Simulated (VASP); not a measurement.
# TaSi2 (P6/mmm) in VASP: further runs

The runs below take TaSi2 through single point, with PBE.

All numbers are computed with VASP 6.6.1; they aren't measurements. Logs are shortened: lines on timing, memory, paths and dates and some standing lists are left out, and cuts for length are marked.

## 1. The cell of the first run

It takes space group P6/mmm (No. 191, hexagonal). Conventional cell: a = 4.420 Å, b = 4.420 Å, c = 2.642 Å, α = 90.00°, β = 90.00°, γ = 120.00°. Within 3.5 Å of Ta (site symmetry 6/mmm) lie 2 Ta at 2.64 Å and 12 Si at 2.87 Å. Within 3.4 Å of Si (site symmetry -6m2) lie 5 Si at 2.55 to 2.64 Å and 6 Ta at 2.87 Å.

## 2. Single point, PBE

File INCAR:

```
PREC = Accurate
ENCUT = 500
EDIFF = 1E-6
ISMEAR = 0
SIGMA = 0.2
LREAL = F
LASPH = T
NELM = 120
ALGO = Normal
ISIF = 2
LWAVE = F
LCHARG = F
GGA = PE
NBANDS = 16
GGA_COMPAT = F
```

File KPOINTS:

```
regular mesh
0
Gamma
  6 6 6
```

File POSCAR:

```
TaSi2
1.0
    4.4201913107      0.0000000000      0.0000000000
   -2.2100956553      3.8279979646      0.0000000000
    0.0000000000      0.0000000000      2.6415769714
Ta Si
1 2
Direct
    0.0000000000      0.0000000000      0.0000000000
    0.3333333333      0.6666666667      0.5000000000
    0.6666666667      0.3333333333      0.5000000000
```

Potentials or basis: VASP PAW PBE potentials, release 64 (Ta_pv, Si).

Run with:

```console
> cat potpaw_PBE.64/Ta_pv/POTCAR potpaw_PBE.64/Si/POTCAR > POTCAR
> mpirun -np 1 vasp_std > vasp.out
```

OUTCAR:

```text
PREC = Accurate
   ENCUT = 500
   EDIFF = 1E-6
   ISMEAR = 0
   LREAL = F
   LASPH = T
   NELM = 120
   ISIF = 2
   GGA = PE

 ion  position               nearest neighbor table
   1  0.000  0.000  0.000-   2 2.87   3 2.87   2 2.87   3 2.87   2 2.87   2 2.87   3 2.87   3 2.87
                             3 2.87   3 2.87   2 2.87   2 2.87
   2  0.333  0.667  0.500-   3 2.55   3 2.55   3 2.55   1 2.87   1 2.87   1 2.87   1 2.87   1 2.87
                             1 2.87
   3  0.667  0.333  0.500-   2 2.55   2 2.55   2 2.55   1 2.87   1 2.87   1 2.87   1 2.87   1 2.87
                             1 2.87

  LATTYP: Found a hexagonal cell.
 ALAT       =     4.4201913107
 C/A-ratio  =     0.5976159821

  Lattice vectors:

 A1 = (   4.4201913107,   0.0000000000,   0.0000000000)
 A2 = (  -2.2100956553,   3.8279979646,   0.0000000000)
 A3 = (   0.0000000000,   0.0000000000,   2.6415769714)

Analysis of symmetry for initial positions (statically):
=====================================================================
 Subroutine PRICEL returns:
 Original cell was already a primitive cell.

 Routine SETGRP: Setting up the symmetry group for a
 hexagonal supercell.

 Subroutine GETGRP returns: Found 24 space group operations
 (whereof 24 operations were pure point group operations)
 out of a pool of 24 trial point group operations.

The static configuration has the point symmetry D_6h.

Analysis of symmetry for dynamics (positions and initial velocities):
=====================================================================
 Subroutine PRICEL returns:
 Original cell was already a primitive cell.

 Routine SETGRP: Setting up the symmetry group for a
 hexagonal supercell.

 Subroutine GETGRP returns: Found 24 space group operations
 (whereof 24 operations were pure point group operations)
 out of a pool of 24 trial point group operations.

The dynamic configuration has the point symmetry D_6h.

 Subroutine INISYM returns: Found 24 space group operations
 (whereof 24 operations are pure point group operations),
 and found     1 'primitive' translations

----------------------------------------------------------------------------------------

                                     Primitive cell

  volume of cell :      44.6968

  direct lattice vectors                    reciprocal lattice vectors
     4.420191311  0.000000000  0.000000000     0.226234552  0.130616579  0.000000000
    -2.210095655  3.827997965  0.000000000     0.000000000  0.261233159  0.000000000
     0.000000000  0.000000000  2.641576971     0.000000000  0.000000000  0.378561750

  length of vectors
     4.420191311  4.420191311  2.641576971     0.261233159  0.261233159  0.378561750

  position of ions in fractional coordinates (direct lattice)
     0.000000000  0.000000000  0.000000000
     0.333333333  0.666666667  0.500000000
     0.666666667  0.333333333  0.500000000

  ion indices of the primitive-cell ions
   primitive index   ion index
                 1           1
                 2           2
                 3           3

----------------------------------------------------------------------------------------

 KPOINTS: regular mesh

Automatic generation of k-mesh.
 Grid dimensions read from file:
 generate k-points for:    6    6    6

 Generating k-lattice:

  Cartesian coordinates                     Fractional coordinates (reciprocal lattice)
     0.037705759  0.021769430  0.000000000     0.166666667  0.000000000  0.000000000
     0.000000000  0.043538860  0.000000000     0.000000000  0.166666667  0.000000000
     0.000000000  0.000000000  0.063093625     0.000000000  0.000000000  0.166666667

  Length of vectors
     0.043538860  0.043538860  0.063093625

  Shift w.r.t. Gamma in fractional coordinates (k-lattice)
     0.000000000  0.000000000  0.000000000

 Subroutine IBZKPT returns following result:
 ===========================================

 Found     28 irreducible k-points:

 Following reciprocal coordinates:
            Coordinates               Weight
  0.000000  0.000000  0.000000      1.000000
  0.166667  0.000000  0.000000      6.000000
  0.333333  0.000000  0.000000      6.000000
  0.500000  0.000000  0.000000      3.000000
  0.166667  0.166667  0.000000      6.000000
  0.333333  0.166667  0.000000     12.000000
[... 16 lines left out ...]
  0.166667  0.000000  0.500000      6.000000
  0.333333  0.000000  0.500000      6.000000
 [... further k-points ...]
   k-points           NKPTS =     28   k-points in BZ     NKDIM =     28   number of bands    NBANDS=     16
   number of dos      NEDOS =    301   number of ions     NIONS =      3
   total plane-waves  NPLWV =  20480
   dimension x,y,z NGX =    32 NGY =   32 NGZ =   20
   dimension x,y,z NGXF=    64 NGYF=   64 NGZF=   40
   ions per type =               1   2
   NGX,Y,Z   is equivalent  to a cutoff of  12.04, 12.04, 12.59 a.u.
   NGXF,Y,Z  is equivalent  to a cutoff of  24.07, 24.07, 25.17 a.u.
 SYSTEM =  unknown system
   PREC   = accura    normal or accurate (medium, high low for compatibility)
   ISTART =      0    job   : 0-new  1-cont  2-samecut
   ICHARG =      2    charge: 1-file 2-atom 10-const
   ISPIN  =      1    spin polarized calculation?
   LNONCOLLINEAR =      F non collinear calculations
   LSORBIT =      F    spin-orbit coupling
   LASPH  =      T    aspherical Exc in radial PAW
   ENCUT  =  500.0 eV  36.75 Ry    6.06 a.u.   8.06  8.06  4.82*2*pi/ulx,y,z
   NELM   =    120;   NELMIN=  2; NELMDL= -5     # of ELM steps
   EDIFF  = 0.1E-05   stopping-criterion for ELM
   LREAL  =      F    real-space projection
   EDIFFG = 0.1E-04   stopping-criterion for IOM
   NSW    =      0    number of steps for IOM
   IBRION =     -1    ionic relax: 0-MD 1-quasi-New 2-CG
   NFREE  =      0    steps in history (QN), initial steepest desc. (CG)
   ISIF   =      2    stress and relaxation
   ISYM   =      2    0-nonsym 1-usesym 2-fastsym
   POTIM  = 0.5000    time-step for ionic-motion
   TEBEG  =    0.0;   TEEND  =   0.0 temperature during run
   PSTRESS=    0.0 pullay stress
   NELECT =      19.0000    total number of electrons
   NUPDOWN=      -1.0000    fix difference up-down
   EMIN   =  10.00;   EMAX   =-10.00  energy-range for DOS
   EFERMI =   0.00;   METHOD = LEGACY
   ISMEAR =     0;   SIGMA  =   0.20  broadening in eV -4-tet -1-fermi 0-gaus
   EFERMI_NEDOS =   21; number of points for ismear=-14 and -15
   IALGO  =     38    algorithm
   IMIX   =      4    mixing-type and parameters
     AMIX     =   0.40;   BMIX     =  1.00
     AMIX_MAG =   1.60;   BMIX_MAG =  1.00
  volume/ion in A,a.u.               =      14.90       100.54
  Fermi-wavevector in a.u.,A,eV,Ry     =   1.230932  2.326124 20.615456  1.515193
  Thomas-Fermi vector in A             =   2.365761
   LORBIT       =      0    0 simple, 1 ext, 2 COOP (PROOUT), +10 PAW based schemes
   GGA     = PE    functional components
   LHFCALC =     F    Hartree Fock is set to
   AEXX    =    0.0000 exact exchange contribution
   IVDW    =     0    specifies the selected vdW correction
   LEPSILON=     F    determine dielectric tensor
   LRPA    =     F    only Hartree local field effects (RPA)
 non-spin polarized calculation
 Gauss-broadening in eV      SIGMA  =   0.20
  energy-cutoff  :      500.00
  volume of cell :       44.70
 maximum number of plane-waves:      1148
   NGX = 17   NGY = 17   NGZ =  9

 number of electron      18.9999996 magnetization

 Free energy of the ion-electron system (eV)
  ---------------------------------------------------
  ext. energy  EPLUGINS =         0.00000000
  ---------------------------------------------------
  free energy    TOTEN  =       -22.56237350 eV

  energy without entropy =      -22.52606786  energy(sigma->0) =      -22.54422068

 E-fermi :   9.3095     XC(G=0): -11.9483

 val. band max:        9.2925961967   @ k =   0.3333   0.1667   0.3333
 cond. band min:       9.3544894387   @ k =   0.3333   0.0000   0.5000
 fundamental gap:      0.0618932420
 Fermi energy:         9.3094791345

 k-point     1 :       0.0000    0.0000    0.0000
  band No.  band energies     occupation
      1     -25.3819      2.00000
      2     -25.3819      2.00000
      3     -24.4898      2.00000
      4      -4.1730      2.00000
      5       3.4170      2.00000
      6       3.4170      2.00000
[... 8 lines left out ...]
     15      14.9000      0.00000
     16      15.1662      0.00000

 k-point     2 :       0.1667    0.0000    0.0000
  band No.  band energies     occupation
      1     -25.3868      2.00000
      2     -25.3830      2.00000
      3     -24.4896      2.00000
      4      -3.8602      2.00000
      5       1.6736      2.00000
      6       3.5456      2.00000
[... 8 lines left out ...]
     15      15.8189      0.00000
     16      15.9256      0.00000

 k-point     3 :       0.3333    0.0000    0.0000
  band No.  band energies     occupation
      1     -25.3966      2.00000
      2     -25.3853      2.00000
      3     -24.4893      2.00000
      4      -2.9768      2.00000
      5      -0.0336      2.00000
      6       3.8301      2.00000
[... 8 lines left out ...]
     15      15.9284      0.00000
     16      17.0102      0.00000

 k-point     4 :       0.5000    0.0000    0.0000
  band No.  band energies     occupation
      1     -25.4014      2.00000
      2     -25.3864      2.00000
      3     -24.4892      2.00000
      4      -1.9082      2.00000
      5      -1.3315      2.00000
      6       3.7623      2.00000
[... 8 lines left out ...]
     15      15.1812      0.00000
     16      17.6591      0.00000

 k-point     5 :       0.1667    0.1667    0.0000
  band No.  band energies     occupation
      1     -25.3932      2.00000
      2     -25.3857      2.00000
      3     -24.4894      2.00000
      4      -3.2619      2.00000
      5       0.5110      2.00000
      6       3.0934      2.00000
[... 8 lines left out ...]
     15      15.9424      0.00000
     16      16.7475      0.00000

 k-point     6 :       0.3333    0.1667    0.0000
  band No.  band energies     occupation
      1     -25.3989      2.00000
      2     -25.3890      2.00000
      3     -24.4892      2.00000
      4      -2.2000      2.00000
      5      -0.7550      2.00000
      6       2.2775      2.00000
[... 8 lines left out ...]
     15      16.5321      0.00000
     16      17.8602      0.00000

 k-point     7 :       0.3333    0.3333    0.0000
  band No.  band energies     occupation
      1     -25.3954      2.00000
      2     -25.3954      2.00000
      3     -24.4891      2.00000
      4      -1.3232      2.00000
      5      -1.3232      2.00000
      6       1.3174      2.00000
[... 8 lines left out ...]
     15      15.6011      0.00000
     16      18.5980      0.00000

 k-point     8 :       0.0000    0.0000    0.1667
  band No.  band energies     occupation
      1     -25.3325      2.00000
      2     -25.3325      2.00000
      3     -24.9152      2.00000
      4      -3.5416      2.00000
      5       3.9488      2.00000
      6       3.9488      2.00000
[... 8 lines left out ...]
     15      13.4354      0.00000
     16      15.2748      0.00000

 k-point     9 :       0.1667    0.0000    0.1667
  band No.  band energies     occupation
      1     -25.3370      2.00000
      2     -25.3336      2.00000
      3     -24.9148      2.00000
      4      -3.2453      2.00000
      5       2.2060      2.00000
      6       4.0059      2.00000
[... 8 lines left out ...]
     15      14.1588      0.00000
     16      16.4192      0.00000
[... 172 lines left out ...]
 k-point    19 :       0.1667    0.1667    0.3333
  band No.  band energies     occupation
      1     -25.7000      2.00000
      2     -25.2404      2.00000
      3     -25.2351      2.00000
      4      -1.0669      2.00000
      5       2.4589      2.00000
      6       4.2827      2.00000
[... 8 lines left out ...]
     15      12.7038      0.00000
     16      16.1352      0.00000

 k-point    20 :       0.3333    0.1667    0.3333
  band No.  band energies     occupation
      1     -25.6989      2.00000
      2     -25.2445      2.00000
      3     -25.2375      2.00000
      4      -0.3107      2.00000
      5       1.2179      2.00000
      6       4.1408      2.00000
[... 8 lines left out ...]
     15      13.5961      0.00000
     16      15.8074      0.00000

 k-point    21 :       0.3333    0.3333    0.3333
  band No.  band energies     occupation
      1     -25.6985      2.00000
      2     -25.2421      2.00000
      3     -25.2421      2.00000
      4       0.4324      2.00000
      5       0.4324      2.00000
      6       4.0253      2.00000
[... 8 lines left out ...]
     15      15.1364      0.00000
     16      15.1364      0.00000

 k-point    22 :       0.0000    0.0000    0.5000
  band No.  band energies     occupation
      1     -26.0681      2.00000
      2     -25.1813      2.00000
      3     -25.1813      2.00000
      4       0.5583      2.00000
      5       1.7337      2.00000
      6       5.5165      2.00000
[... 8 lines left out ...]
     15      16.1396      0.00000
     16      16.1396      0.00000

 k-point    23 :       0.1667    0.0000    0.5000
  band No.  band energies     occupation
      1     -26.0673      2.00000
      2     -25.1844      2.00000
      3     -25.1821      2.00000
      4       0.5965      2.00000
      5       2.0534      2.00000
      6       5.0410      2.00000
[... 8 lines left out ...]
     15      14.7872      0.00000
     16      15.6812      0.00000

 k-point    24 :       0.3333    0.0000    0.5000
  band No.  band energies     occupation
      1     -26.0655      2.00000
      2     -25.1904      2.00000
      3     -25.1836      2.00000
      4       0.7284      2.00000
      5       2.9342      2.00000
      6       4.0032      2.00000
[... 8 lines left out ...]
     15      12.8884      0.00000
     16      14.6101      0.00000

 [... further k-points ...]
[... 5 lines left out ...]
  --------------------------------------------------------------------------------------
  -------------------------------------------------------------------------------------
  Total        0.0220549      0.0220549      0.0390877      0.0000000     -0.0000000     -0.0000000
  in kB        0.7905680      0.7905680      1.4011174      0.0000000     -0.0000000     -0.0000000
  external PRESSURE =       0.9940844 kB  Pullay stress =       0.0000000 kB

 VOLUME and BASIS-vectors are now :
 -----------------------------------------------------------------------------
  energy-cutoff  :      500.00
  volume of cell :       44.70
      direct lattice vectors                 reciprocal lattice vectors
     4.420191311  0.000000000  0.000000000     0.226234552  0.130616579  0.000000000
    -2.210095655  3.827997965  0.000000000     0.000000000  0.261233159  0.000000000
     0.000000000  0.000000000  2.641576971     0.000000000  0.000000000  0.378561750

 POSITION                                       TOTAL-FORCE (eV/Angst)
 -----------------------------------------------------------------------------------
      0.00000      0.00000      0.00000         0.000000      0.000000      0.000000
     -0.00000      2.55200      1.32079         0.000000     -0.000000      0.000000
      2.21010      1.27600      1.32079        -0.000000      0.000000      0.000000
 -----------------------------------------------------------------------------------
    total drift:                                0.000000     -0.000000      0.000000

  FREE ENERGIE OF THE ION-ELECTRON SYSTEM (eV)
  ---------------------------------------------------
  free  energy   TOTEN  =       -22.5623735029 eV

  energy  without entropy=      -22.5260678597  energy(sigma->0) =      -22.54422068
```

Wall time 9.8 s (1 thread of AMD EPYC 9R45 (Zen 5), shared host); peak memory 0.13 GiB.

Results:

- Free energy: -22.5624 eV
- Pressure: 0.1 GPa
- Band gap on the k mesh: zero (an odd number of electrons rules out a gap without spin polarisation)

Levels at points of the mesh, in eV from the Fermi level:
```
           k point  band 8  band 9  band 10  band 11  band 12  band 13
(0.00, 0.00, 0.00)   -3.65   -0.96    -0.96     3.79     3.79     4.64
(0.50, 0.00, 0.00)   -2.06   -1.51     2.83     2.99     3.18     3.62
(0.00, 0.00, 0.50)   -1.41   -1.41    -1.10    -1.10    -1.02     0.48
(0.50, 0.00, 0.50)   -5.07    0.10     0.72     0.98     1.68     2.14
```

Caveat: the k points lie up to 0.40 Å⁻¹ apart, too coarse for converged energies and pressures of a metal; spin-orbit coupling is left out, which moves the levels of the heavy elements.

[end of part 1 of 2]
